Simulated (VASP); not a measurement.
Wanted: the native input for a VASP 6.6.1 run.

- Task: single point
- Functional: PBE
- Potentials or basis: VASP PAW PBE potentials, release 64 (Ti_sv, Al)
- Cutoff: 520 eV
- k mesh: 18 × 18 × 18
- Occupations: gaussian, width 0.15 eV
- Spin: no spin polarisation
- Dipole correction: no
- Further INCAR settings: ALGO = Fast; EDIFF = 1e-06; NBANDS = 18

The structure of TiAl3 lies in POSCAR:

```
TiAl3
1.0
   -1.9226734292      1.9226734292      4.3114047966
    1.9226734292     -1.9226734292      4.3114047966
    1.9226734292      1.9226734292     -4.3114047966
Ti Al
1 3
Direct
    0.0000000000      0.0000000000      0.0000000000
    0.5101475046      0.5101475046      0.0000000000
    0.7500000000      0.2500000000      0.5000000000
    0.2500000000      0.7500000000      0.5000000000
```

This cell differs from its parent crystal: atom 2 (Al) moved +0.087 Å along Cartesian [0 0 1].

The input as run:

INCAR

```
SYSTEM = TiAl3
  PREC = Accurate
  ENCUT = 520
  EDIFF = 1E-6
  ISMEAR = 0
  SIGMA = 0.15
  LREAL = .False.
  LASPH = .True.
  NELM = 100
  ALGO = Fast
  ISIF = 2
  LWAVE = .False.
  LCHARG = .False.
  GGA = PE
  NBANDS = 18
```

KPOINTS

```
regular mesh
0
Gamma
  18 18 18
  0 0 0
```

Potentials or basis: VASP PAW PBE potentials, release 64 (Ti_sv, Al).

The run is started by

```bash
$ cat potpaw_PBE.64/Ti_sv/POTCAR potpaw_PBE.64/Al/POTCAR > POTCAR
$ mpirun -np 1 vasp_std > vasp.out
```

Results of the run:

| Property | Result |
| --- | --- |
| Pressure | 0.1 GPa |
| Largest force | 0.340 eV/Å |
| Band gap on the k mesh | zero (an odd number of electrons rules out a gap without spin polarisation) |

Caveat: the cell differs from its parent crystal (atom 2 (Al) moved +0.087 Å along Cartesian [0 0 1]).

It took 54 min on 1 thread of Oxide Virtual Turin-like Processor, on a shared host, peak memory 0.61 GiB.
